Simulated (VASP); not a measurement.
Write the native input for VASP 6.6.1 that does the following.

- Task: single point
- Functional: LDA
- Potentials or basis: VASP PAW LDA potentials, release 64 (Si, O_h)
- Cutoff: 910 eV
- k mesh: 6 × 6 × 8
- Occupations: gaussian, width 0.05 eV
- Spin: no spin polarisation
- Dipole correction: no
- Second run: hard_potentials
- Further INCAR settings: ALGO = Normal; EDIFF = 1e-06; NBANDS = 25

The structure of SiO2 lies in POSCAR:

```
SiO2
1.0
    4.2798000000      0.0000000000      0.0000000000
    0.0000000000      4.2798000000      0.0000000000
    0.0000000000      0.0000000000      2.5336000000
Si O
2 4
Direct
    0.5000000000      0.5000000000      0.5000000000
    0.0000000000      0.0000000000      0.0000000000
    0.6944252994      0.6944252994      0.0000000000
    0.1944252994      0.8055747006      0.5000000000
    0.3055747006      0.3055747006      0.0000000000
    0.8055747006      0.1944252994      0.5000000000
```

One way to write it, as run:

INCAR

```
ALGO     = Normal         # electronic algorithm
EDIFF    = 1E-6           # SCF threshold, eV
ENCUT    = 910            # plane-wave cutoff, eV
GGA      = CA             # functional
GGA_COMPAT= F            
ISIF     = 2              # what is computed and relaxed
ISMEAR   = 0              # smearing method
LASPH    = T              # aspherical terms in the spheres
LCHARG   = F              # write CHGCAR
LREAL    = F              # projectors in reciprocal space
LWAVE    = F              # write WAVECAR
NBANDS   = 25             # bands
NELM     = 120            # most SCF steps
PREC     = Accurate       # precision mode
SIGMA    = 0.05           # smearing width, eV
```

KPOINTS

```
k-points
0
Gamma
  6 6 8
```

Potentials or basis: VASP PAW LDA potentials, release 64 (Si, O_h).

Run with:

```bash
$ cat potpaw_LDA.64/Si/POTCAR potpaw_LDA.64/O_h/POTCAR > POTCAR
$ mpirun -np 1 vasp_std > vasp.out
```

It gave:

- Pressure: 1.9 GPa
- Largest force: 0.527 eV/Å
- Band gap on the k mesh: 5.83 eV, direct

Caveat: the cutoff is under 1.25 times the usual one of these potentials, so pressure, stress and relaxed cells hold a basis-set (Pulay) error.

Run time: 68 s on 1 thread of AMD EPYC 9R45 96-Core Processor (Zen 5) (shared host), peak memory 0.2 GiB.
